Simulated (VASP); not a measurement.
Input of a VASP 6.6.1 run:

The input INCAR:

```
PREC     = Accurate       # precision mode
ENCUT    = 600            # plane-wave cutoff, eV
EDIFF    = 1E-6           # SCF threshold, eV
ISMEAR   = 0              # smearing method
SIGMA    = 0.05           # smearing width, eV
LREAL    = False          # projectors in reciprocal space
LASPH    = True           # aspherical terms in the spheres
NELM     = 80             # most SCF steps
ALGO     = Normal         # electronic algorithm
ISIF     = 3              # what is computed and relaxed
LWAVE    = False          # write WAVECAR
LCHARG   = False          # write CHGCAR
GGA      = PS             # functional
IBRION   = 2              # ionic algorithm
NSW      = 80             # ionic steps
EDIFFG   = -0.02          # ionic threshold
```

The input KPOINTS:

```
regular mesh
0
Gamma
  5 5 5
```

File POSCAR:

```
Na
1.0
    4.2800000000      0.0000000000      0.0000000000
    0.0000000000      4.2800000000      0.0000000000
    0.0000000000      0.0000000000      4.2800000000
Na
2
Direct
    0.0000000000      0.0000000000      0.0000000000
    0.5000000000      0.5000000000      0.5000000000
```

Potentials or basis: VASP PAW PBE potentials, release 64 (Na_pv).

Command:

```console
$ cat potpaw_PBE.64/Na_pv/POTCAR > POTCAR
$ mpirun -np 1 vasp_std > vasp.out
```

Q: What does it give for the relaxed volume?

A: 36.61 Å³/atom.

Q: Predict the space group after relaxing (to 0.1 Å).

A: Im-3m (No. 229).

Q: Predict the relaxed cell.

A: a = 4.184 Å, b = 4.184 Å, c = 4.184 Å, α = 90.00°, β = 90.00°, γ = 90.00°.

Final structure:
```
Na
1.0
     4.18371    0.00000    0.00000
     0.00000    4.18371    0.00000
     0.00000    0.00000    4.18371
Na
2
Direct
  0.00000 0.00000 0.00000
  0.50000 0.50000 0.50000
```

Caveat: the PAW data sets were made with another functional, which shifts forces and pressure a little.
